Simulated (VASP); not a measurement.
# ZrN (Fm-3m) in VASP: further runs, part 2 of 3

VASP 6.6.1. Earlier steps stand in the parts before.

### 3 Electric field gradients, PBEsol

The input, INCAR:

```
PREC     = Accurate       # precision mode
ENCUT    = 520            # plane-wave cutoff, eV
EDIFF    = 1E-8           # SCF threshold, eV
ISMEAR   = -1             # smearing method
SIGMA    = 0.01           # smearing width, eV
LREAL    = False          # projectors in reciprocal space
LASPH    = True           # aspherical terms in the spheres
NELM     = 120            # most SCF steps
ALGO     = Normal         # electronic algorithm
ISIF     = 2              # what is computed and relaxed
LWAVE    = False          # write WAVECAR
LCHARG   = False          # write CHGCAR
GGA      = PS             # functional
LEFG     = True         
NBANDS   = 16             # bands
GGA_COMPAT= False
```

The input, KPOINTS:

```
Automatic mesh
0
Gamma
  9 9 9
```

The input, POSCAR:

```
ZrN
1.0
    0.0000000000      2.2842300000      2.2842300000
    2.2842300000      0.0000000000      2.2842300000
    2.2842300000      2.2842300000      0.0000000000
Zr N
1 1
Direct
    0.0000000000      0.0000000000      0.0000000000
    0.5000000000      0.5000000000      0.5000000000
```

Potentials or basis: VASP PAW PBE potentials, release 64 (Zr_sv, N).

Started as:

```console
> cat potpaw_PBE.64/Zr_sv/POTCAR potpaw_PBE.64/N/POTCAR > POTCAR
> mpirun -np 1 vasp_std > vasp.out
```

OUTCAR:

```text
PREC = Accurate
   ENCUT = 520
   EDIFF = 1E-8
   ISMEAR = -1
   LREAL = False
   LASPH = True
   NELM = 120
   ISIF = 2
   GGA = PS

 ion  position               nearest neighbor table
   1  0.000  0.000  0.000-   2 2.28   2 2.28   2 2.28   2 2.28   2 2.28   2 2.28
   2  0.500  0.500  0.500-   1 2.28   1 2.28   1 2.28   1 2.28   1 2.28   1 2.28

  LATTYP: Found a face centered cubic cell.
 ALAT       =     4.5684600000

  Lattice vectors:

 A1 = (   0.0000000000,   2.2842300000,   2.2842300000)
 A2 = (   2.2842300000,   0.0000000000,   2.2842300000)
 A3 = (   2.2842300000,   2.2842300000,   0.0000000000)

Analysis of symmetry for initial positions (statically):
=====================================================================
 Subroutine PRICEL returns:
 Original cell was already a primitive cell.

 Routine SETGRP: Setting up the symmetry group for a
 face centered cubic supercell.

 Subroutine GETGRP returns: Found 48 space group operations
 (whereof 48 operations were pure point group operations)
 out of a pool of 48 trial point group operations.

The static configuration has the point symmetry O_h .

Analysis of symmetry for dynamics (positions and initial velocities):
=====================================================================
 Subroutine PRICEL returns:
 Original cell was already a primitive cell.

 Routine SETGRP: Setting up the symmetry group for a
 face centered cubic supercell.

 Subroutine GETGRP returns: Found 48 space group operations
 (whereof 48 operations were pure point group operations)
 out of a pool of 48 trial point group operations.

The dynamic configuration has the point symmetry O_h .

 Subroutine INISYM returns: Found 48 space group operations
 (whereof 48 operations are pure point group operations),
 and found     1 'primitive' translations

----------------------------------------------------------------------------------------

                                     Primitive cell

  volume of cell :      23.8369

  direct lattice vectors                    reciprocal lattice vectors
     0.000000000  2.284230000  2.284230000    -0.218892143  0.218892143  0.218892143
     2.284230000  0.000000000  2.284230000     0.218892143 -0.218892143  0.218892143
     2.284230000  2.284230000  0.000000000     0.218892143  0.218892143 -0.218892143

  length of vectors
     3.230389046  3.230389046  3.230389046     0.379132313  0.379132313  0.379132313

  position of ions in fractional coordinates (direct lattice)
     0.000000000  0.000000000  0.000000000
     0.500000000  0.500000000  0.500000000

  ion indices of the primitive-cell ions
   primitive index   ion index
                 1           1
                 2           2

----------------------------------------------------------------------------------------

 KPOINTS: Automatic mesh

Automatic generation of k-mesh.
 Grid dimensions read from file:
 generate k-points for:    9    9    9

 Generating k-lattice:

[... 62 lines left out ...]
   LREAL  =      F    real-space projection
   EDIFFG = 0.1E-06   stopping-criterion for IOM
   NSW    =      0    number of steps for IOM
   IBRION =     -1    ionic relax: 0-MD 1-quasi-New 2-CG
   NFREE  =      0    steps in history (QN), initial steepest desc. (CG)
   ISIF   =      2    stress and relaxation
   ISYM   =      2    0-nonsym 1-usesym 2-fastsym
   POTIM  = 0.5000    time-step for ionic-motion
   TEBEG  =    0.0;   TEEND  =   0.0 temperature during run
   PSTRESS=    0.0 pullay stress
   NELECT =      17.0000    total number of electrons
   NUPDOWN=      -1.0000    fix difference up-down
   EMIN   =  10.00;   EMAX   =-10.00  energy-range for DOS
   EFERMI =   0.00;   METHOD = LEGACY
   ISMEAR =    -1;   SIGMA  =   0.01  broadening in eV -4-tet -1-fermi 0-gaus
   EFERMI_NEDOS =   21; number of points for ismear=-14 and -15
   IALGO  =     38    algorithm
   IMIX   =      4    mixing-type and parameters
     AMIX     =   0.40;   BMIX     =  1.00
     AMIX_MAG =   1.60;   BMIX_MAG =  1.00
  volume/ion in A,a.u.               =      11.92        80.43
  Fermi-wavevector in a.u.,A,eV,Ry     =   1.462653  2.764013 29.107676  2.139354
  Thomas-Fermi vector in A             =   2.578841
   LORBIT       =      0    0 simple, 1 ext, 2 COOP (PROOUT), +10 PAW based schemes
   GGA     = PS    functional components
   LHFCALC =     F    Hartree Fock is set to
   AEXX    =    0.0000 exact exchange contribution
   IVDW    =     0    specifies the selected vdW correction
   LEPSILON=     F    determine dielectric tensor
   LRPA    =     F    only Hartree local field effects (RPA)
 non-spin polarized calculation
  energy-cutoff  :      520.00
  volume of cell :       23.84
 maximum number of plane-waves:       652
   NGX = 13   NGY = 13   NGZ = 13

 number of electron      16.9999999 magnetization

 Free energy of the ion-electron system (eV)
  ---------------------------------------------------
  ext. energy  EPLUGINS =         0.00000000
  ---------------------------------------------------
  free energy    TOTEN  =       -21.55330238 eV

  energy without entropy =      -21.55237037  energy(sigma->0) =      -21.55283638

 E-fermi :  11.9215     XC(G=0): -12.7364

 val. band max:       11.8965698919   @ k =   0.1111   0.0000   0.0000
 cond. band min:      11.9296343060   @ k =   0.4444   0.2222   0.1111
 fundamental gap:      0.0330644141
 Fermi energy:        11.9214852651

 k-point     1 :       0.0000    0.0000    0.0000
  band No.  band energies     occupation
      1     -37.4590      2.00000
      2     -15.0971      2.00000
      3     -15.0971      2.00000
      4     -15.0971      2.00000
      5      -4.2955      2.00000
      6       9.3060      2.00000
[... 433 lines left out ...]
      3     -15.4622      2.00000
      4     -15.4622      2.00000
      5      -3.7092      2.00000
      6       7.2038      2.00000
[... 8 lines left out ...]
     15      22.4982      0.00000
     16      27.7072      0.00000

 [... further k-points ...]
[... 5 lines left out ...]
  --------------------------------------------------------------------------------------
  -------------------------------------------------------------------------------------
  Total       -0.3625572     -0.3625572     -0.3625572     -0.0000000      0.0000000      0.0000000
  in kB      -24.3689953    -24.3689953    -24.3689953     -0.0000000      0.0000000      0.0000000
  external PRESSURE =     -24.3689953 kB  Pullay stress =       0.0000000 kB

 VOLUME and BASIS-vectors are now :
 -----------------------------------------------------------------------------
  energy-cutoff  :      520.00
  volume of cell :       23.84
      direct lattice vectors                 reciprocal lattice vectors
     0.000000000  2.284230000  2.284230000    -0.218892143  0.218892143  0.218892143
     2.284230000  0.000000000  2.284230000     0.218892143 -0.218892143  0.218892143
     2.284230000  2.284230000  0.000000000     0.218892143  0.218892143 -0.218892143

 POSITION                                       TOTAL-FORCE (eV/Angst)
 -----------------------------------------------------------------------------------
      0.00000      0.00000      0.00000         0.000000      0.000000     -0.000000
      2.28423      2.28423      2.28423        -0.000000     -0.000000      0.000000
 -----------------------------------------------------------------------------------
    total drift:                                0.000000     -0.000000     -0.000000

  FREE ENERGIE OF THE ION-ELECTRON SYSTEM (eV)
  ---------------------------------------------------
  free  energy   TOTEN  =       -21.5533023829 eV

  energy  without entropy=      -21.5523703698  energy(sigma->0) =      -21.55283638

 Electric field gradients (V/A^2)
---------------------------------------------------------------------
 ion       V_xx      V_yy      V_zz      V_xy      V_xz      V_yz
---------------------------------------------------------------------
   1      -0.000     0.000    -0.000    -0.000    -0.000    -0.000
   2       0.000    -0.000     0.000     0.001     0.001     0.001
---------------------------------------------------------------------

 Electric field gradients after diagonalization (V/A^2)
 (convention: |V_zz| > |V_xx| > |V_yy|)
----------------------------------------------------------------------
 ion       V_xx      V_yy      V_zz     asymmetry (V_yy - V_xx)/ V_zz
----------------------------------------------------------------------
   1       0.000     0.000    -0.000       0.000
   2      -0.001    -0.001     0.003       0.000
----------------------------------------------------------------------

           NMR quadrupolar parameters

 Cq : quadrupolar parameter    Cq=e*Q*V_zz/h
 eta: asymmetry parameters     (V_yy - V_xx)/ V_zz
 Q  : nuclear electric quadrupole moment in mb (millibarn)
----------------------------------------------------------------------
 ion       Cq(MHz)       eta       Q (mb)
----------------------------------------------------------------------
   1      -0.000       0.000       1.000
   2       0.000       0.000       1.000
----------------------------------------------------------------------
```

Run time: 18 s. Hardware: 1 thread of Intel Xeon 8259CL, shared host; peak memory 0.14 GiB.

Results:

- Free energy: -21.5533 eV
- Pressure: -2.4 GPa
- Band gap on the k mesh: zero (an odd number of electrons rules out a gap without spin polarisation)
- Largest electric field gradient by atom: zero within the noise of the run

Caveat: the PAW data sets were made with another functional, which shifts forces and pressure a little.

### 4 Electric field gradients, PBEsol (11.56 Å³/atom)

This run uses another cell than the first one, of 11.56 Å³/atom.

The input, INCAR:

```
SYSTEM = ZrN
  ALGO = Normal
  EDIFF = 1E-8
  ENCUT = 520
  GGA = PS
  GGA_COMPAT = .False.
  ISIF = 2
  ISMEAR = -1
  LASPH = .True.
  LCHARG = .False.
  LEFG = .True.
  LREAL = .False.
  LWAVE = .False.
  NBANDS = 16
  NELM = 120
  PREC = Accurate
  SIGMA = 0.01
```

The input, KPOINTS:

```
k-points
0
Gamma
  9 9 9
  0 0 0
```

The input, POSCAR:

```
ZrN
1.0
    0.0000000000      2.2611553921      2.2611553921
    2.2611553921      0.0000000000      2.2611553921
    2.2611553921      2.2611553921      0.0000000000
Zr N
1 1
Direct
    0.0000000000      0.0000000000      0.0000000000
    0.5000000000      0.5000000000      0.5000000000
```

Potentials or basis: VASP PAW PBE potentials, release 64 (Zr_sv, N).

Started as:

```console
> cat potpaw_PBE.64/Zr_sv/POTCAR potpaw_PBE.64/N/POTCAR > POTCAR
> mpirun -np 1 vasp_std > vasp.out
```

OUTCAR:

```text
SYSTEM = ZrN
   EDIFF = 1E-8
   ENCUT = 520
   GGA = PS
   ISIF = 2
   ISMEAR = -1
   LASPH = .True.
   LREAL = .False.
   NELM = 120
   PREC = Accurate

 ion  position               nearest neighbor table
   1  0.000  0.000  0.000-   2 2.26   2 2.26   2 2.26   2 2.26   2 2.26   2 2.26
   2  0.500  0.500  0.500-   1 2.26   1 2.26   1 2.26   1 2.26   1 2.26   1 2.26

  LATTYP: Found a face centered cubic cell.
 ALAT       =     4.5223107842

  Lattice vectors:

 A1 = (   0.0000000000,   2.2611553921,   2.2611553921)
 A2 = (   2.2611553921,   0.0000000000,   2.2611553921)
 A3 = (   2.2611553921,   2.2611553921,   0.0000000000)

Analysis of symmetry for initial positions (statically):
=====================================================================
 Subroutine PRICEL returns:
 Original cell was already a primitive cell.

 Routine SETGRP: Setting up the symmetry group for a
 face centered cubic supercell.

[... 644 lines left out ...]
      direct lattice vectors                 reciprocal lattice vectors
     0.000000000  2.261155392  2.261155392    -0.221125891  0.221125891  0.221125891
     2.261155392  0.000000000  2.261155392     0.221125891 -0.221125891  0.221125891
     2.261155392  2.261155392  0.000000000     0.221125891  0.221125891 -0.221125891

 POSITION                                       TOTAL-FORCE (eV/Angst)
 -----------------------------------------------------------------------------------
      0.00000      0.00000      0.00000        -0.000000      0.000000      0.000000
      2.26116      2.26116      2.26116         0.000000     -0.000000     -0.000000
 -----------------------------------------------------------------------------------
    total drift:                                0.000000     -0.000000     -0.000000

  FREE ENERGIE OF THE ION-ELECTRON SYSTEM (eV)
  ---------------------------------------------------
  free  energy   TOTEN  =       -21.5451926363 eV

  energy  without entropy=      -21.5442538349  energy(sigma->0) =      -21.54472324

 Electric field gradients (V/A^2)
---------------------------------------------------------------------
 ion       V_xx      V_yy      V_zz      V_xy      V_xz      V_yz
---------------------------------------------------------------------
   1       0.000     0.000    -0.000    -0.000    -0.000    -0.000
   2      -0.000     0.000     0.000     0.001     0.001     0.001
---------------------------------------------------------------------

 Electric field gradients after diagonalization (V/A^2)
 (convention: |V_zz| > |V_xx| > |V_yy|)
----------------------------------------------------------------------
 ion       V_xx      V_yy      V_zz     asymmetry (V_yy - V_xx)/ V_zz
----------------------------------------------------------------------
   1       0.000     0.000    -0.000       0.000
   2      -0.001    -0.001     0.002       0.000
----------------------------------------------------------------------

           NMR quadrupolar parameters

 Cq : quadrupolar parameter    Cq=e*Q*V_zz/h
 eta: asymmetry parameters     (V_yy - V_xx)/ V_zz
 Q  : nuclear electric quadrupole moment in mb (millibarn)
----------------------------------------------------------------------
 ion       Cq(MHz)       eta       Q (mb)
----------------------------------------------------------------------
   1      -0.000       0.000       1.000
   2       0.000       0.000       1.000
----------------------------------------------------------------------
```

OSZICAR:

```text
N       E                     dE             d eps       ncg     rms          rms(c)
DAV:   1     0.118365559434E+03    0.11837E+03   -0.92229E+03  1120   0.106E+03
DAV:   2    -0.203269806664E+02   -0.13869E+03   -0.13046E+03  1456   0.306E+02
DAV:   3    -0.246970046109E+02   -0.43700E+01   -0.43487E+01  1584   0.518E+01
DAV:   4    -0.247557979164E+02   -0.58793E-01   -0.58783E-01  1368   0.531E+00
DAV:   5    -0.247572467552E+02   -0.14488E-02   -0.14488E-02  1560   0.593E-01    0.243E+01
DAV:   6    -0.216922211742E+02    0.30650E+01   -0.63517E+00  1288   0.245E+01    0.970E+00
DAV:   7    -0.215784337095E+02    0.11379E+00   -0.47760E-01  1344   0.618E+00    0.762E+00
DAV:   8    -0.215561222794E+02    0.22311E-01   -0.19958E-01  1496   0.390E+00    0.347E+00
DAV:   9    -0.215457152543E+02    0.10407E-01   -0.40592E-02  1296   0.184E+00    0.129E+00
DAV:  10    -0.215452098148E+02    0.50544E-03   -0.24532E-03  1320   0.481E-01    0.951E-02
DAV:  11    -0.215451975199E+02    0.12295E-04   -0.41155E-05  1440   0.532E-02    0.701E-02
DAV:  12    -0.215451928179E+02    0.47020E-05   -0.91904E-06  1256   0.260E-02    0.171E-03
DAV:  13    -0.215451927033E+02    0.11463E-06   -0.96998E-08  1472   0.358E-03    0.118E-03
DAV:  14    -0.215451926310E+02    0.72235E-07   -0.62861E-09  1088   0.736E-04    0.122E-04
DAV:  15    -0.215451926363E+02   -0.52880E-08   -0.21195E-09   712   0.407E-04
   1 F= -.21545193E+02 E0= -.21544723E+02  d E =-.938801E-03
```

stdout:

```text
POSCAR found type information on POSCAR ZrN
 POSCAR found :  2 types and       2 ions
 scaLAPACK will be used
 -----------------------------------------------------------------------------
|                                                                             |
|                                                                             |
|     You enforced a specific xc type in the INCAR file but a different       |
|     I HOPE YOU KNOW WHAT YOU ARE DOING!                                     |
|                                                                             |
 -----------------------------------------------------------------------------

 LDA part: xc-table for (Slater+PW92), standard interpolation
 POSCAR, INCAR and KPOINTS ok, starting setup
 FFT: planning ... GRIDC
 FFT: planning ... GRID_SOFT
 FFT: planning ... GRID
 WAVECAR not read
 entering main loop
ion   1

ion   2
```

It took 17 s on 1 thread of Intel Xeon 8259CL, shared host; peak memory 0.14 GiB.

What came out:

```
Free energy                             : -21.5452 eV
Pressure                                : 6.0 GPa
Band gap on the k mesh                  : zero (an odd number of electrons rules out a gap without spin polarisation)
Largest electric field gradient by atom : zero within the noise of the run
```

Levels at points of the mesh, in eV from the Fermi level:
```csv
k point,band 5,band 6,band 7,band 8,band 9,band 10,band 11,band 12,band 13,band 14
"(0.00, 0.00, 0.00)",-16.34,-2.65,-2.65,-2.65,-0.40,-0.40,-0.40,1.71,1.71,3.30
```

Caveat: the cell stands under pressure; the PAW data sets were made with another functional, which shifts forces and pressure a little.

(Continued in part 3 of 3.)
